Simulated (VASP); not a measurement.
# BaTiO3 (P4mm) in VASP: further runs

Runs on BaTiO3. Level: r2SCAN. Tasks: single point.

Everything below comes from runs of VASP 6.6.1. Logs are shortened: lines on timing, memory, paths and dates and some standing lists are left out, and cuts for length are marked.

## 1. The cell of the first run

Symmetry: P4mm, No. 99, tetragonal system. Conventional cell: a = 3.973 Å, b = 3.973 Å, c = 3.991 Å, α = 90.00°, β = 90.00°, γ = 90.00°. Ba (site symmetry 4mm) has 12 O at 2.77 to 2.86 Å and 8 Ti at 3.42 to 3.47 Å within 3.6 Å. Within 2.5 Å of Ti (site symmetry 4mm) lie 6 O at 1.88 to 2.11 Å. Within 2.6 Å of O (site symmetry 2mm) lie 2 Ti at 1.99 Å. Within 2.5 Å of O (site symmetry 4mm) lie 2 Ti at 1.88 to 2.11 Å.

## 2. Single point, r2SCAN

File POSCAR:

```
BaTiO3
1.0
    3.9729548958      0.0000000000      0.0000000000
    0.0000000000      3.9729548958      0.0000000000
    0.0000000000      0.0000000000      3.9910327445
Ba Ti O
1 1 3
Direct
    0.0000000000      0.0000000000      0.0000000000
    0.5000000000      0.5000000000      0.4900000000
    0.0000000000      0.5000000000      0.5170000000
    0.5000000000      0.0000000000      0.5170000000
    0.5000000000      0.5000000000      0.0190000000
```

File INCAR.step1:

```
SYSTEM = BaTiO3
PREC = Accurate
ENCUT = 520
ISMEAR = -1
SIGMA = 0.05
LREAL = .FALSE.
LASPH = .TRUE.
NELM = 80
NBANDS = 28
GGA = PE
ALGO = Normal
EDIFF = 1E-4
LWAVE = .TRUE.
LCHARG = .FALSE.
```

File INCAR.step2:

```
SYSTEM = BaTiO3
PREC = Accurate
ENCUT = 520
EDIFF = 1E-7
ISMEAR = -1
SIGMA = 0.05
LREAL = .FALSE.
LASPH = .TRUE.
NELM = 80
ALGO = Normal
ISIF = 2
LWAVE = .FALSE.
LCHARG = .FALSE.
METAGGA = R2SCAN
LMIXTAU = .TRUE.
NBANDS = 28
ISTART = 1
```

File KPOINTS:

```
Automatic mesh
0
G
  7 7 7
  0 0 0
```

Potentials or basis: VASP PAW PBE potentials, release 64 (Ba_sv, Ti_sv, O).

Started as:

```bash
$ cat potpaw_PBE.64/Ba_sv/POTCAR potpaw_PBE.64/Ti_sv/POTCAR potpaw_PBE.64/O/POTCAR > POTCAR
$ cp INCAR.step1 INCAR
$ mpirun -np 1 vasp_std > vasp.out
$ cp INCAR.step2 INCAR
$ mpirun -np 1 vasp_std > vasp.out
```

OUTCAR:

```text
SYSTEM = BaTiO3
   PREC = Accurate
   ENCUT = 520
   EDIFF = 1E-7
   ISMEAR = -1
   LREAL = .FALSE.
   LASPH = .TRUE.
   NELM = 80
   ISIF = 2
   METAGGA = R2SCAN
   ISTART = 1

 ion  position               nearest neighbor table
   1  0.000  0.000  0.000-   3 2.77   4 2.77   3 2.77   4 2.77   5 2.81   5 2.81   5 2.81   5 2.81
                             4 2.86   3 2.86   4 2.86   3 2.86   2 3.42   2 3.42   2 3.42   2 3.42
   2  0.500  0.500  0.490-   5 1.88   4 1.99   3 1.99   4 1.99   3 1.99   5 2.11   1 3.42   1 3.42
                             1 3.42   1 3.42   1 3.47   1 3.47   1 3.47   1 3.47
   3  0.000  0.500  0.517-   2 1.99   2 1.99   1 2.77   1 2.77   1 2.86   1 2.86
   4  0.500  0.000  0.517-   2 1.99   2 1.99   1 2.77   1 2.77   1 2.86   1 2.86
   5  0.500  0.500  0.019-   2 1.88   2 2.11   1 2.81   1 2.81   1 2.81   1 2.81

  LATTYP: Found a simple tetragonal cell.
 ALAT       =     3.9729548958
 C/A-ratio  =     1.0045502275

  Lattice vectors:

 A1 = (   3.9729548958,   0.0000000000,   0.0000000000)
 A2 = (   0.0000000000,   3.9729548958,   0.0000000000)
 A3 = (   0.0000000000,   0.0000000000,   3.9910327445)

Analysis of symmetry for initial positions (statically):
=====================================================================
 Subroutine PRICEL returns:
 Original cell was already a primitive cell.

 Routine SETGRP: Setting up the symmetry group for a
 simple tetragonal supercell.

 Subroutine GETGRP returns: Found  8 space group operations
 (whereof  8 operations were pure point group operations)
 out of a pool of 16 trial point group operations.

The static configuration has the point symmetry C_4v.

Analysis of symmetry for dynamics (positions and initial velocities):
=====================================================================
 Subroutine PRICEL returns:
 Original cell was already a primitive cell.

 Routine SETGRP: Setting up the symmetry group for a
 simple tetragonal supercell.

 Subroutine GETGRP returns: Found  8 space group operations
 (whereof  8 operations were pure point group operations)
 out of a pool of 16 trial point group operations.

The dynamic configuration has the point symmetry C_4v.

 Subroutine INISYM returns: Found  8 space group operations
 (whereof  8 operations are pure point group operations),
 and found     1 'primitive' translations

----------------------------------------------------------------------------------------

                                     Primitive cell

  volume of cell :      62.9959

  direct lattice vectors                    reciprocal lattice vectors
     3.972954896  0.000000000  0.000000000     0.251701826  0.000000000  0.000000000
     0.000000000  3.972954896  0.000000000     0.000000000  0.251701826  0.000000000
     0.000000000  0.000000000  3.991032745     0.000000000  0.000000000  0.250561713

  length of vectors
     3.972954896  3.972954896  3.991032745     0.251701826  0.251701826  0.250561713

  position of ions in fractional coordinates (direct lattice)
     0.000000000  0.000000000  0.000000000
     0.500000000  0.500000000  0.490000000
     0.000000000  0.500000000  0.517000000
     0.500000000  0.000000000  0.517000000
     0.500000000  0.500000000  0.019000000

  ion indices of the primitive-cell ions
   primitive index   ion index
                 1           1
                 2           2
                 3           3
                 4           4
                 5           5

----------------------------------------------------------------------------------------

 KPOINTS: Automatic mesh

Automatic generation of k-mesh.
 Grid dimensions read from file:
 generate k-points for:    7    7    7

 Generating k-lattice:

  Cartesian coordinates                     Fractional coordinates (reciprocal lattice)
     0.035957404  0.000000000  0.000000000     0.142857143  0.000000000  0.000000000
     0.000000000  0.035957404  0.000000000     0.000000000  0.142857143  0.000000000
     0.000000000  0.000000000  0.035794530     0.000000000  0.000000000  0.142857143

  Length of vectors
     0.035957404  0.035957404  0.035794530

  Shift w.r.t. Gamma in fractional coordinates (k-lattice)
     0.000000000  0.000000000  0.000000000

 Subroutine IBZKPT returns following result:
 ===========================================

 Found     40 irreducible k-points:

 Following reciprocal coordinates:
            Coordinates               Weight
  0.000000  0.000000  0.000000      1.000000
  0.142857  0.000000  0.000000      4.000000
  0.285714  0.000000  0.000000      4.000000
  0.428571  0.000000  0.000000      4.000000
  0.142857  0.142857  0.000000      4.000000
  0.285714  0.142857  0.000000      8.000000
[... 16 lines left out ...]
  0.285714  0.000000  0.285714      8.000000
  0.428571  0.000000  0.285714      8.000000
 [... further k-points ...]
   k-points           NKPTS =     40   k-points in BZ     NKDIM =     40   number of bands    NBANDS=     28
   number of dos      NEDOS =    301   number of ions     NIONS =      5
   total plane-waves  NPLWV =  27000
   dimension x,y,z NGX =    30 NGY =   30 NGZ =   30
   dimension x,y,z NGXF=    60 NGYF=   60 NGZF=   60
   ions per type =               1   1   3
   NGX,Y,Z   is equivalent  to a cutoff of  12.55, 12.55, 12.50 a.u.
   NGXF,Y,Z  is equivalent  to a cutoff of  25.11, 25.11, 24.99 a.u.
 SYSTEM =  BaTiO3
   PREC   = accura    normal or accurate (medium, high low for compatibility)
   ISTART =      1    job   : 0-new  1-cont  2-samecut
   ICHARG =      0    charge: 1-file 2-atom 10-const
   ISPIN  =      1    spin polarized calculation?
   LNONCOLLINEAR =      F non collinear calculations
   LSORBIT =      F    spin-orbit coupling
   LASPH  =      T    aspherical Exc in radial PAW
   ENCUT  =  520.0 eV  38.22 Ry    6.18 a.u.   7.39  7.39  7.42*2*pi/ulx,y,z
   NELM   =     80;   NELMIN=  2; NELMDL=  0     # of ELM steps
   EDIFF  = 0.1E-06   stopping-criterion for ELM
   LREAL  =      F    real-space projection
   EDIFFG = 0.1E-05   stopping-criterion for IOM
   NSW    =      0    number of steps for IOM
   IBRION =     -1    ionic relax: 0-MD 1-quasi-New 2-CG
   NFREE  =      0    steps in history (QN), initial steepest desc. (CG)
   ISIF   =      2    stress and relaxation
   ISYM   =      2    0-nonsym 1-usesym 2-fastsym
   POTIM  = 0.5000    time-step for ionic-motion
   TEBEG  =    0.0;   TEEND  =   0.0 temperature during run
   PSTRESS=    0.0 pullay stress
   NELECT =      40.0000    total number of electrons
   NUPDOWN=      -1.0000    fix difference up-down
   EMIN   =  10.00;   EMAX   =-10.00  energy-range for DOS
   EFERMI =   0.00;   METHOD = LEGACY
   ISMEAR =    -1;   SIGMA  =   0.05  broadening in eV -4-tet -1-fermi 0-gaus
   EFERMI_NEDOS =   21; number of points for ismear=-14 and -15
   IALGO  =     38    algorithm
   IMIX   =      4    mixing-type and parameters
     AMIX     =   0.40;   BMIX     =  1.00
     AMIX_MAG =   1.60;   BMIX_MAG =  1.00
  volume/ion in A,a.u.               =      12.60        85.02
  Fermi-wavevector in a.u.,A,eV,Ry     =   1.407097  2.659027 26.938466  1.979921
  Thomas-Fermi vector in A             =   2.529390
   LORBIT       =      0    0 simple, 1 ext, 2 COOP (PROOUT), +10 PAW based schemes
   METAGGA = R2SCAN    functional components
   LHFCALC =     F    Hartree Fock is set to
   AEXX    =    0.0000 exact exchange contribution
   IVDW    =     0    specifies the selected vdW correction
   LEPSILON=     F    determine dielectric tensor
   LRPA    =     F    only Hartree local field effects (RPA)
 non-spin polarized calculation
  energy-cutoff  :      520.00
  volume of cell :       63.00
 maximum number of plane-waves:      1743
 NGX is ok and might be reduce to    30
   NGX = 15   NGY = 15   NGZ = 15

 number of electron      39.9999978 magnetization

 Free energy of the ion-electron system (eV)
  ---------------------------------------------------
  ext. energy  EPLUGINS =         0.00000000
  ---------------------------------------------------
  free energy    TOTEN  =       -74.21808281 eV

  energy without entropy =      -74.21808281  energy(sigma->0) =      -74.21808281

 E-fermi :   4.7700     XC(G=0): -12.0155

 val. band max:        3.6033573221   @ k =   0.4286   0.4286   0.4286
 cond. band min:       5.9150389556   @ k =   0.0000   0.0000   0.0000
 fundamental gap:      2.3116816336
 Fermi energy:         4.7700317010

 k-point     1 :       0.0000    0.0000    0.0000
  band No.  band energies     occupation
      1     -55.0443      2.00000
      2     -30.2484      2.00000
      3     -30.2132      2.00000
      4     -30.2132      2.00000
      5     -21.7712      2.00000
      6     -14.2317      2.00000
[... 20 lines left out ...]
     27       9.3285      0.00000
     28      12.1592      0.00000

 k-point     2 :       0.1429    0.0000    0.0000
  band No.  band energies     occupation
      1     -55.0440      2.00000
      2     -30.2480      2.00000
      3     -30.2254      2.00000
      4     -30.2127      2.00000
      5     -21.7446      2.00000
      6     -14.2530      2.00000
[... 20 lines left out ...]
     27       9.7234      0.00000
     28      12.6460      0.00000

 k-point     3 :       0.2857    0.0000    0.0000
  band No.  band energies     occupation
      1     -55.0434      2.00000
      2     -30.2528      2.00000
      3     -30.2469      2.00000
      4     -30.2118      2.00000
      5     -21.6837      2.00000
      6     -14.3659      2.00000
[... 20 lines left out ...]
     27      10.7657      0.00000
     28      12.7689      0.00000

 k-point     4 :       0.4286    0.0000    0.0000
  band No.  band energies     occupation
      1     -55.0430      2.00000
      2     -30.2745      2.00000
      3     -30.2462      2.00000
      4     -30.2110      2.00000
      5     -21.6335      2.00000
      6     -14.4889      2.00000
[... 20 lines left out ...]
     27      11.8403      0.00000
     28      12.6609      0.00000

 k-point     5 :       0.1429    0.1429    0.0000
  band No.  band energies     occupation
      1     -55.0437      2.00000
      2     -30.2476      2.00000
      3     -30.2252      2.00000
      4     -30.2246      2.00000
      5     -21.7198      2.00000
      6     -14.2483      2.00000
[... 20 lines left out ...]
     27      10.0802      0.00000
     28      12.8011      0.00000

 k-point     6 :       0.2857    0.1429    0.0000
  band No.  band energies     occupation
      1     -55.0432      2.00000
      2     -30.2523      2.00000
      3     -30.2465      2.00000
      4     -30.2238      2.00000
      5     -21.6631      2.00000
      6     -14.3080      2.00000
[... 463 lines left out ...]
      5     -21.6867      2.00000
      6     -14.3346      2.00000
[... 20 lines left out ...]
     27      10.7829      0.00000
     28      12.7649      0.00000

 k-point    22 :       0.1429    0.0000    0.2857
  band No.  band energies     occupation
      1     -55.0432      2.00000
      2     -30.2858      2.00000
      3     -30.2239      2.00000
      4     -30.2114      2.00000
      5     -21.6660      2.00000
      6     -14.2731      2.00000
[... 20 lines left out ...]
     27      11.1620      0.00000
     28      13.0489      0.00000

 k-point    23 :       0.2857    0.0000    0.2857
  band No.  band energies     occupation
      1     -55.0427      2.00000
      2     -30.2844      2.00000
      3     -30.2508      2.00000
      4     -30.2105      2.00000
      5     -21.6187      2.00000
      6     -14.1797      2.00000
[... 20 lines left out ...]
     27      12.1936      0.00000
     28      13.1247      0.00000

 k-point    24 :       0.4286    0.0000    0.2857
  band No.  band energies     occupation
      1     -55.0423      2.00000
      2     -30.2832      2.00000
      3     -30.2722      2.00000
      4     -30.2097      2.00000
      5     -21.5800      2.00000
      6     -14.1690      2.00000
[... 20 lines left out ...]
     27      12.9312      0.00000
     28      13.3446      0.00000

 [... further k-points ...]
[... 5 lines left out ...]
  --------------------------------------------------------------------------------------
  -------------------------------------------------------------------------------------
  Total        1.8451388      1.8451388      2.2522006      0.0000000     -0.0000000      0.0000000
  in kB       46.9274605     46.9274605     57.2802745      0.0000000     -0.0000000      0.0000000
  external PRESSURE =      50.3783985 kB  Pullay stress =       0.0000000 kB

 VOLUME and BASIS-vectors are now :
 -----------------------------------------------------------------------------
  energy-cutoff  :      520.00
  volume of cell :       63.00
      direct lattice vectors                 reciprocal lattice vectors
     3.972954896  0.000000000  0.000000000     0.251701826  0.000000000  0.000000000
     0.000000000  3.972954896  0.000000000     0.000000000  0.251701826  0.000000000
     0.000000000  0.000000000  3.991032745     0.000000000  0.000000000  0.250561713

 POSITION                                       TOTAL-FORCE (eV/Angst)
 -----------------------------------------------------------------------------------
      0.00000      0.00000      0.00000        -0.000000      0.000000      0.109171
      1.98648      1.98648      1.95561         0.000000      0.000000      0.022284
      0.00000      1.98648      2.06336         0.000000      0.000000     -0.149610
      1.98648      0.00000      2.06336         0.000000      0.000000     -0.149610
      1.98648      1.98648      0.07583         0.000000     -0.000000      0.167765
 -----------------------------------------------------------------------------------
    total drift:                                0.000000      0.000000     -0.003756

  FREE ENERGIE OF THE ION-ELECTRON SYSTEM (eV)
  ---------------------------------------------------
  free  energy   TOTEN  =       -74.2180828122 eV

  energy  without entropy=      -74.2180828122  energy(sigma->0) =      -74.21808281
```

Wall time 3.8 min (1 thread of Intel Xeon 6975P-C, shared host); peak memory 0.22 GiB.

Results:

```yaml
Free_energy: -74.2181 eV
Pressure: 5.0 GPa
Largest_force: 0.168 eV/Å
Band_gap_on_the_k_mesh: 2.31 eV, indirect (least direct gap 2.49 eV)
```

Forces in eV/Å, atoms in the order of the input:
```
Ba   0.000  0.000  0.109
Ti   0.000  0.000  0.022
O    0.000  0.000 -0.150
O    0.000  0.000 -0.150
O    0.000  0.000  0.168
```

Caveat: the PAW data sets were made with another functional, which shifts forces and pressure a little; spin-orbit coupling is left out, which moves the levels of the heavy elements. r2SCAN opens gaps a little over a GGA but as a rule still falls short of measured ones.

## 3. Single point, r2SCAN

This run uses another cell than the first one, of 12.86 Å³/atom, 1.020 times its volume.

Edit POSCAR of step 2 so:

```diff
@@ -2,5 +2,5 @@
 1.0
-    3.9729548958      0.0000000000      0.0000000000
-    0.0000000000      3.9729548958      0.0000000000
-    0.0000000000      0.0000000000      3.9910327445
+    3.9998000000      0.0000000000      0.0000000000
+    0.0000000000      3.9998000000      0.0000000000
+    0.0000000000      0.0000000000      4.0180000000
 Ba Ti O
```

File INCAR.step1:

```
SYSTEM = BaTiO3
ALGO     = Normal         ! electronic algorithm
EDIFF    = 1E-4           ! SCF threshold, eV
ENCUT    = 520            ! plane-wave cutoff, eV
GGA      = PE             ! functional
ISMEAR   = -1             ! smearing method
LASPH    = .True.         ! aspherical terms in the spheres
LCHARG   = .False.        ! write CHGCAR
LREAL    = .False.        ! projectors in reciprocal space
LWAVE    = .True.         ! write WAVECAR
NBANDS   = 28             ! bands
NELM     = 100            ! most SCF steps
PREC     = Accurate       ! precision mode
SIGMA    = 0.05           ! smearing width, eV
```

File INCAR.step2:

```
SYSTEM = BaTiO3
ALGO     = Normal         ! electronic algorithm
EDIFF    = 1E-6           ! SCF threshold, eV
ENCUT    = 520            ! plane-wave cutoff, eV
ISIF     = 2              ! what is computed and relaxed
ISMEAR   = -1             ! smearing method
ISTART   = 1            
LASPH    = .True.         ! aspherical terms in the spheres
LCHARG   = .False.        ! write CHGCAR
LMIXTAU  = .True.       
LREAL    = .False.        ! projectors in reciprocal space
LWAVE    = .False.        ! write WAVECAR
METAGGA  = R2SCAN         ! meta-GGA
NBANDS   = 28             ! bands
NELM     = 100            ! most SCF steps
PREC     = Accurate       ! precision mode
SIGMA    = 0.05           ! smearing width, eV
```

File KPOINTS:

```
k-points
0
Gamma
  7 7 7
  0 0 0
```

Potentials or basis: VASP PAW PBE potentials, release 64 (Ba_sv, Ti_sv, O).

Started as:

```bash
$ cat potpaw_PBE.64/Ba_sv/POTCAR potpaw_PBE.64/Ti_sv/POTCAR potpaw_PBE.64/O/POTCAR > POTCAR
$ cp INCAR.step1 INCAR
$ mpirun -np 1 vasp_std > vasp.out
$ cp INCAR.step2 INCAR
$ mpirun -np 1 vasp_std > vasp.out
```

It took 3.2 min on 1 thread of Intel Xeon 6975P-C, shared host; peak memory 0.22 GiB.

Results (log left out):

* Free energy: -74.2444 eV
* Pressure: 1.2 GPa
* Largest force: 0.301 eV/Å
* Band gap on the k mesh: 2.26 eV, indirect (least direct gap 2.46 eV)

Forces in eV/Å, atoms in the order of the input:
```
Ba   0.000  0.000  0.087
Ti   0.000  0.000 -0.080
O    0.000  0.000 -0.154
O    0.000  0.000 -0.154
O    0.000  0.000  0.301
```

Stress tensor (GPa, compression positive):
```
0.85 0.00 0.00
0.00 0.85 0.00
0.00 0.00 1.81
```

Levels at points of the mesh, in eV from the valence-band top:
```tsv
k point	band 16	band 17	band 18	band 19	band 20	band 21	band 22	band 23	band 24	band 25
(0.00, 0.00, 0.00)	-1.16	-1.07	-0.23	-0.20	-0.20	2.26	2.46	2.46	4.33	4.44
```

Caveat: the PAW data sets were made with another functional, which shifts forces and pressure a little; spin-orbit coupling is left out, which moves the levels of the heavy elements. A k mesh can miss the band edges.

[end of part 1 of 2]
